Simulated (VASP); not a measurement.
# SnO (P4/nmm) in VASP: notebook

The runs below take SnO through single point, with revPBE+D4, r2SCAN+rVV10.

Program: VASP 6.6.1. These are calculated values, not measurements. Logs are shortened: lines on timing, memory, paths and dates and some standing lists are left out, and cuts for length are marked.

## Step 1: The cell of the first run

Symmetry: P4/nmm, No. 129, tetragonal system. The conventional cell has a = 3.888 Å, b = 3.888 Å, c = 4.983 Å, α = 90.00°, β = 90.00°, γ = 90.00°. Sn (site symmetry 4mm) has 4 O at 2.27 Å within 3.0 Å. Within 3.0 Å of O (site symmetry -4m2) lie 4 Sn at 2.27 Å and 4 O at 2.75 Å.

## Step 2: Single point, revPBE+D4

Contents of INCAR:

```
SYSTEM = SnO
  PREC = Accurate
  ENCUT = 600
  EDIFF = 1E-6
  ISMEAR = -1
  SIGMA = 0.05
  LREAL = .False.
  LASPH = .True.
  NELM = 120
  ALGO = Normal
  ISIF = 2
  LWAVE = .False.
  LCHARG = .False.
  GGA = RE
  IVDW = 13
  NBANDS = 28
  GGA_COMPAT = .False.
```

Contents of KPOINTS:

```
regular mesh
0
Gamma
  7 7 6
  0 0 0
```

Contents of POSCAR:

```
SnO
1.0
    3.8884925471      0.0000000000      0.0000000000
    0.0000000000      3.8884925471      0.0000000000
    0.0000000000      0.0000000000      4.9827594627
Sn O
2 2
Direct
    0.5000000000      0.0000000000      0.7646261400
    0.0000000000      0.5000000000      0.2353738600
    0.0000000000      0.0000000000      0.0000000000
    0.5000000000      0.5000000000      0.0000000000
```

Potentials or basis: VASP PAW PBE potentials, release 64 (Sn_d, O).

Run with:

```
> cat potpaw_PBE.64/Sn_d/POTCAR potpaw_PBE.64/O/POTCAR > POTCAR
> mpirun -np 1 vasp_std > vasp.out
```

OUTCAR:

```text
SYSTEM = SnO
   PREC = Accurate
   ENCUT = 600
   EDIFF = 1E-6
   ISMEAR = -1
   LREAL = .False.
   LASPH = .True.
   NELM = 120
   ISIF = 2
   GGA = RE
   IVDW = 13

 ion  position               nearest neighbor table
   1  0.500  0.000  0.765-   3 2.27   4 2.27   4 2.27   3 2.27   2 3.61   2 3.61   2 3.61   2 3.61

   2  0.000  0.500  0.235-   3 2.27   4 2.27   3 2.27   4 2.27   1 3.61   1 3.61   1 3.61   1 3.61

   3  0.000  0.000  0.000-   1 2.27   2 2.27   2 2.27   1 2.27
   4  0.500  0.500  0.000-   1 2.27   2 2.27   1 2.27   2 2.27

  LATTYP: Found a simple tetragonal cell.
 ALAT       =     3.8884925471
 C/A-ratio  =     1.2814116016

  Lattice vectors:

 A1 = (   3.8884925471,   0.0000000000,   0.0000000000)
 A2 = (   0.0000000000,   3.8884925471,   0.0000000000)
 A3 = (   0.0000000000,   0.0000000000,   4.9827594627)

Analysis of symmetry for initial positions (statically):
=====================================================================
 Subroutine PRICEL returns:
 Original cell was already a primitive cell.

 Routine SETGRP: Setting up the symmetry group for a
 simple tetragonal supercell.

 Subroutine GETGRP returns: Found 16 space group operations
 (whereof  8 operations were pure point group operations)
 out of a pool of 16 trial point group operations.

The static configuration has the point symmetry D_2d.
 The point group associated with its full space group is D_4h.

Analysis of symmetry for dynamics (positions and initial velocities):
=====================================================================
 Subroutine PRICEL returns:
 Original cell was already a primitive cell.

 Routine SETGRP: Setting up the symmetry group for a
 simple tetragonal supercell.

 Subroutine GETGRP returns: Found 16 space group operations
 (whereof  8 operations were pure point group operations)
 out of a pool of 16 trial point group operations.

The dynamic configuration has the point symmetry D_2d.
 The point group associated with its full space group is D_4h.

 Subroutine INISYM returns: Found 16 space group operations
 (whereof  8 operations are pure point group operations),
 and found     1 'primitive' translations

----------------------------------------------------------------------------------------

                                     Primitive cell

  volume of cell :      75.3412

  direct lattice vectors                    reciprocal lattice vectors
     3.888492547  0.000000000  0.000000000     0.257169067  0.000000000  0.000000000
     0.000000000  3.888492547  0.000000000     0.000000000  0.257169067  0.000000000
     0.000000000  0.000000000  4.982759463     0.000000000  0.000000000  0.200692008

  length of vectors
     3.888492547  3.888492547  4.982759463     0.257169067  0.257169067  0.200692008

  position of ions in fractional coordinates (direct lattice)
     0.500000000  0.000000000  0.764626140
     0.000000000  0.500000000  0.235373860
     0.000000000  0.000000000  0.000000000
     0.500000000  0.500000000  0.000000000

  ion indices of the primitive-cell ions
   primitive index   ion index
                 1           1
                 2           2
                 3           3
                 4           4

----------------------------------------------------------------------------------------

 KPOINTS: regular mesh

Automatic generation of k-mesh.
 Grid dimensions read from file:
 generate k-points for:    7    7    6

 Generating k-lattice:

  Cartesian coordinates                     Fractional coordinates (reciprocal lattice)
     0.036738438  0.000000000  0.000000000     0.142857143  0.000000000  0.000000000
     0.000000000  0.036738438  0.000000000     0.000000000  0.142857143  0.000000000
     0.000000000  0.000000000  0.033448668     0.000000000  0.000000000  0.166666667

  Length of vectors
     0.036738438  0.036738438  0.033448668

  Shift w.r.t. Gamma in fractional coordinates (k-lattice)
     0.000000000  0.000000000  0.000000000

 Subroutine IBZKPT returns following result:
 ===========================================

 Found     40 irreducible k-points:

 Following reciprocal coordinates:
            Coordinates               Weight
  0.000000  0.000000  0.000000      1.000000
  0.142857  0.000000  0.000000      4.000000
  0.285714  0.000000  0.000000      4.000000
  0.428571  0.000000  0.000000      4.000000
  0.142857  0.142857  0.000000      4.000000
  0.285714  0.142857  0.000000      8.000000
[... 16 lines left out ...]
  0.285714  0.000000  0.333333      8.000000
  0.428571  0.000000  0.333333      8.000000
 [... further k-points ...]
   k-points           NKPTS =     40   k-points in BZ     NKDIM =     40   number of bands    NBANDS=     28
   number of dos      NEDOS =    301   number of ions     NIONS =      4
   total plane-waves  NPLWV =  40960
   dimension x,y,z NGX =    32 NGY =   32 NGZ =   40
   dimension x,y,z NGXF=    64 NGYF=   64 NGZF=   80
   ions per type =               2   2
   NGX,Y,Z   is equivalent  to a cutoff of  13.68, 13.68, 13.35 a.u.
   NGXF,Y,Z  is equivalent  to a cutoff of  27.36, 27.36, 26.69 a.u.
 SYSTEM =  SnO
   PREC   = accura    normal or accurate (medium, high low for compatibility)
   ISTART =      0    job   : 0-new  1-cont  2-samecut
   ICHARG =      2    charge: 1-file 2-atom 10-const
   ISPIN  =      1    spin polarized calculation?
   LNONCOLLINEAR =      F non collinear calculations
   LSORBIT =      F    spin-orbit coupling
   LASPH  =      T    aspherical Exc in radial PAW
   ENCUT  =  600.0 eV  44.10 Ry    6.64 a.u.   7.77  7.77  9.95*2*pi/ulx,y,z
   NELM   =    120;   NELMIN=  2; NELMDL= -5     # of ELM steps
   EDIFF  = 0.1E-05   stopping-criterion for ELM
   LREAL  =      F    real-space projection
   EDIFFG = 0.1E-04   stopping-criterion for IOM
   NSW    =      0    number of steps for IOM
   IBRION =     -1    ionic relax: 0-MD 1-quasi-New 2-CG
   NFREE  =      0    steps in history (QN), initial steepest desc. (CG)
   ISIF   =      2    stress and relaxation
   ISYM   =      2    0-nonsym 1-usesym 2-fastsym
   POTIM  = 0.5000    time-step for ionic-motion
   TEBEG  =    0.0;   TEEND  =   0.0 temperature during run
   PSTRESS=    0.0 pullay stress
   NELECT =      40.0000    total number of electrons
   NUPDOWN=      -1.0000    fix difference up-down
   EMIN   =  10.00;   EMAX   =-10.00  energy-range for DOS
   EFERMI =   0.00;   METHOD = LEGACY
   ISMEAR =    -1;   SIGMA  =   0.05  broadening in eV -4-tet -1-fermi 0-gaus
   EFERMI_NEDOS =   21; number of points for ismear=-14 and -15
   IALGO  =     38    algorithm
   IMIX   =      4    mixing-type and parameters
     AMIX     =   0.40;   BMIX     =  1.00
     AMIX_MAG =   1.60;   BMIX_MAG =  1.00
  volume/ion in A,a.u.               =      18.84       127.11
  Fermi-wavevector in a.u.,A,eV,Ry     =   1.325615  2.505049 23.908900  1.757255
  Thomas-Fermi vector in A             =   2.455063
   LORBIT       =      0    0 simple, 1 ext, 2 COOP (PROOUT), +10 PAW based schemes
   GGA     = RE    functional components
   LHFCALC =     F    Hartree Fock is set to
   AEXX    =    0.0000 exact exchange contribution
   IVDW    =    13    specifies the selected vdW correction
   LEPSILON=     F    determine dielectric tensor
   LRPA    =     F    only Hartree local field effects (RPA)
 non-spin polarized calculation
  energy-cutoff  :      600.00
  volume of cell :       75.34
 maximum number of plane-waves:      2532
 NGX is ok and might be reduce to    32
   NGX = 15   NGY = 15   NGZ = 19

 number of electron      39.9999985 magnetization

 Free energy of the ion-electron system (eV)
  ---------------------------------------------------
  ext. energy  EPLUGINS =         0.00000000
  ---------------------------------------------------
  free energy    TOTEN  =       -21.42341968 eV

  energy without entropy =      -21.42336707  energy(sigma->0) =      -21.42339338

 E-fermi :   6.5706     XC(G=0):  -9.7414

 val. band max:        6.2861886954   @ k =   0.0000   0.0000   0.0000
 cond. band min:       6.8672559935   @ k =   0.4286   0.4286   0.0000
 fundamental gap:      0.5810672981
 Fermi energy:         6.5705900961

 k-point     1 :       0.0000    0.0000    0.0000
  band No.  band energies     occupation
      1     -15.4842      2.00000
      2     -15.1573      2.00000
      3     -15.1537      2.00000
      4     -15.1537      2.00000
      5     -15.1328      2.00000
      6     -15.1145      2.00000
[... 20 lines left out ...]
     27      13.1182      0.00000
     28      13.6212      0.00000

 k-point     2 :       0.1429    0.0000    0.0000
  band No.  band energies     occupation
      1     -15.4738      2.00000
      2     -15.1574      2.00000
      3     -15.1508      2.00000
      4     -15.1504      2.00000
      5     -15.1340      2.00000
      6     -15.1108      2.00000
[... 20 lines left out ...]
     27      13.3553      0.00000
     28      14.9402      0.00000

 k-point     3 :       0.2857    0.0000    0.0000
  band No.  band energies     occupation
      1     -15.4450      2.00000
      2     -15.2289      2.00000
      3     -15.1430      2.00000
      4     -15.1423      2.00000
      5     -15.1363      2.00000
      6     -15.1256      2.00000
[... 20 lines left out ...]
     27      13.7067      0.00000
     28      17.0115      0.00000

 k-point     4 :       0.4286    0.0000    0.0000
  band No.  band energies     occupation
      1     -15.3977      2.00000
      2     -15.3253      2.00000
      3     -15.1380      2.00000
      4     -15.1374      2.00000
      5     -15.1310      2.00000
      6     -15.1236      2.00000
[... 578 lines left out ...]
     27      14.0793      0.00000
     28      15.1526      0.00000

 k-point    23 :       0.2857    0.0000    0.3333
  band No.  band energies     occupation
      1     -15.4431      2.00000
      2     -15.2445      2.00000
      3     -15.1534      2.00000
      4     -15.1381      2.00000
      5     -15.1305      2.00000
      6     -15.1287      2.00000
[... 20 lines left out ...]
     27      14.5588      0.00000
     28      16.5776      0.00000

 k-point    24 :       0.4286    0.0000    0.3333
  band No.  band energies     occupation
      1     -15.4025      2.00000
      2     -15.3365      2.00000
      3     -15.1562      2.00000
      4     -15.1506      2.00000
      5     -15.1251      2.00000
      6     -15.1227      2.00000
[... 20 lines left out ...]
     27      15.1192      0.00000
     28      15.9655      0.00000

 [... further k-points ...]

------------------------ aborting loop because EDIFF is reached ----------------------------------------

  DFT-D4 for vdW energy calculation

  Edisp (eV):   -1.76976

  FORCE on cell =-STRESS in cart. coord.  units (eV):
  Direction    XX          YY          ZZ          XY          YZ          ZX
  --------------------------------------------------------------------------------------
  -------------------------------------------------------------------------------------
  Total      -1.44995    -1.44995    -1.37757     0.00000     0.00000     0.00000
  in kB     -30.83418   -30.83418   -29.29484     0.00000     0.00000     0.00000
  external pressure =      -30.32 kB  Pullay stress =        0.00 kB

 VOLUME and BASIS-vectors are now :
 -----------------------------------------------------------------------------
  energy-cutoff  :      600.00
  volume of cell :       75.34
      direct lattice vectors                 reciprocal lattice vectors
     3.888492547  0.000000000  0.000000000     0.257169067  0.000000000  0.000000000
     0.000000000  3.888492547  0.000000000     0.000000000  0.257169067  0.000000000
     0.000000000  0.000000000  4.982759463     0.000000000  0.000000000  0.200692008

 POSITION                                       TOTAL-FORCE (eV/Angst)
 -----------------------------------------------------------------------------------
      1.94425      0.00000      3.80995        -0.000000      0.000000      0.152680
      0.00000      1.94425      1.17281         0.000000      0.000000     -0.152680
      0.00000      0.00000      0.00000        -0.000000      0.000000      0.000000
      1.94425      1.94425      0.00000         0.000000     -0.000000      0.000000
 -----------------------------------------------------------------------------------
    total drift:                                0.000000     -0.000000     -0.000000

  FREE ENERGIE OF THE ION-ELECTRON SYSTEM (eV)
  ---------------------------------------------------
  free  energy   TOTEN  =       -23.1931829455 eV

  energy  without entropy=      -23.1931303360  energy(sigma->0) =      -23.19315664
```

Wall time 93 s (1 thread of Intel Xeon 8259CL, shared host); peak memory 0.24 GiB.

What came out:

| Property | Result |
| --- | --- |
| Free energy | -23.1932 eV |
| Pressure | -3.0 GPa |
| Largest force | 0.153 eV/Å |
| Band gap on the k mesh | 0.58 eV (least direct gap 1.99 eV) |
| Dispersion energy per atom | -0.442 eV |

Forces on the atoms (eV/Å):
```
Sn   0.000  0.000  0.153
Sn   0.000  0.000 -0.153
O    0.000  0.000  0.000
O    0.000  0.000  0.000
```

Caveat: the cell stands under tension; the PAW data sets were made with another functional, which shifts forces and pressure a little; spin-orbit coupling is left out, which moves the levels of the heavy elements; an odd mesh through Γ misses points on the zone boundary, where band edges can lie.

(Part 1 of 2 ends here.)
